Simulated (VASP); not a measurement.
MgF2, 6 atoms in the cell. Symmetry: P4_2/mnm, No. 136, tetragonal system. The conventional cell has a = 4.685 Å, b = 4.685 Å, c = 3.093 Å, α = 90.00°, β = 90.00°, γ = 90.00°. Within 2.7 Å of Mg (site symmetry mmm) lie 6 F at 2.01 to 2.02 Å. Within 2.7 Å of F (site symmetry m2m) lie 3 Mg at 2.01 to 2.02 Å and 1 F at 2.61 Å. 

| Quantity | Value |
| --- | --- |
| Program | VASP 6.6.1 |
| Task | relaxation of shape and atoms at fixed volume |
| Functional | PBEsol |
| Potentials or basis | VASP PAW PBE potentials, release 64 (Mg, F) |
| Cutoff | 600 eV |
| k mesh | 6 × 6 × 8 |
| Occupations | gaussian, width 0.02 eV |
| Spin | no spin polarisation |
| Dipole correction | no |
| Further INCAR settings | ALGO = Normal; EDIFF = 1e-07; IBRION = 2; EDIFFG = -0.01; NSW = 50; ISIF = 4 |

Potentials or basis: VASP PAW PBE potentials, release 64 (Mg, F).

The run is started by

```bash
$ cat potpaw_PBE.64/Mg/POTCAR potpaw_PBE.64/F/POTCAR > POTCAR
$ mpirun -np 1 vasp_std > vasp.out
```

Hardware: 1 thread of AMD EPYC 9R45 96-Core Processor (Zen 5), on a shared host.

Problem. How long does it take, and how much memory?

Solution. Wall time 81 s on 1 thread of AMD EPYC 9R45 96-Core Processor (Zen 5), on a shared host, peak memory 0.22 GiB. Counts: scf iterations 25, k points 50, ion steps 3.
